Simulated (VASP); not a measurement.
Input of a VASP 6.6.1 run:

POSCAR

```
YN
1.0
    0.0000000000      2.4534130892      2.4534130892
    2.4534130892      0.0000000000      2.4534130892
    2.4534130892      2.4534130892      0.0000000000
Y N
1 1
Direct
    0.5000000000      0.5000000000      0.5000000000
    0.0000000000      0.0000000000      0.0000000000
```

File INCAR.step1:

```
SYSTEM = YN
PREC = Accurate
ENCUT = 660
ISMEAR = 0
SIGMA = 0.05
LREAL = .FALSE.
LASPH = .TRUE.
NELM = 120
NBANDS = 15
GGA = PE
ALGO = Normal
EDIFF = 1E-5
LWAVE = .TRUE.
LCHARG = .FALSE.
GGA_COMPAT = .FALSE.
```

Contents of INCAR.step2:

```
SYSTEM = YN
PREC = Accurate
ENCUT = 660
EDIFF = 1E-6
ISMEAR = 0
SIGMA = 0.05
LREAL = .FALSE.
LASPH = .TRUE.
NELM = 120
ALGO = Normal
ISIF = 2
LWAVE = .FALSE.
LCHARG = .FALSE.
METAGGA = R2SCAN
LMIXTAU = .TRUE.
NBANDS = 15
ISTART = 1
GGA_COMPAT = .FALSE.
```

The input KPOINTS:

```
regular mesh
0
G
  12 12 12
  0 0 0
```

Potentials or basis: VASP PAW PBE potentials, release 64 (Y_sv, N).

Command:

```bash
$ cat potpaw_PBE.64/Y_sv/POTCAR potpaw_PBE.64/N/POTCAR > POTCAR
$ cp INCAR.step1 INCAR
$ mpirun -np 1 vasp_std > vasp.out
$ cp INCAR.step2 INCAR
$ mpirun -np 1 vasp_std > vasp.out
```

Question: Predict the band gap on the k mesh.

Answer: 0.61 eV (least direct gap 1.02 eV).

Question: What does it give for the pressure?

Answer: -0.9 GPa.

Caveat: the PAW data sets were made with another functional, which shifts forces and pressure a little. A k mesh can miss the band edges.
